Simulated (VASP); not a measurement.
PbS, 4 atoms in the cell. Symmetry: Cmcm, No. 63, orthorhombic system. Conventional cell: a = 4.046 Å, b = 11.654 Å, c = 4.162 Å, α = 90.00°, β = 90.00°, γ = 90.00°. Pb (site symmetry m2m) has 5 S at 2.61 to 2.91 Å within 3.4 Å. Within 3.4 Å of S (site symmetry m2m) lie 5 Pb at 2.61 to 2.91 Å. 

* Program: VASP 6.6.1
* Task: single point
* Functional: PBEsol
* Potentials or basis: VASP PAW PBE potentials, release 64 (Pb_d, S)
* Cutoff: 520 eV
* k mesh: 6 × 6 × 6
* Occupations: gaussian, width 0.01 eV
* Spin: no spin polarisation
* Dipole correction: no
* Further INCAR settings: ALGO = Normal; EDIFF = 1e-06; NBANDS = 28

Potentials or basis: VASP PAW PBE potentials, release 64 (Pb_d, S).

Run with:

```sh
$ cat potpaw_PBE.64/Pb_d/POTCAR potpaw_PBE.64/S/POTCAR > POTCAR
$ mpirun -np 1 vasp_std > vasp.out
```

Hardware: 1 thread of AMD EPYC 9R45 96-Core Processor (Zen 5) (shared host).

**Question.** Estimate the wall time of this run.

**Answer.** Run time: 77 s on 1 thread of AMD EPYC 9R45 96-Core Processor (Zen 5), with other jobs on the host, peak memory 0.28 GiB. Counts: scf iterations 12, k points 52.
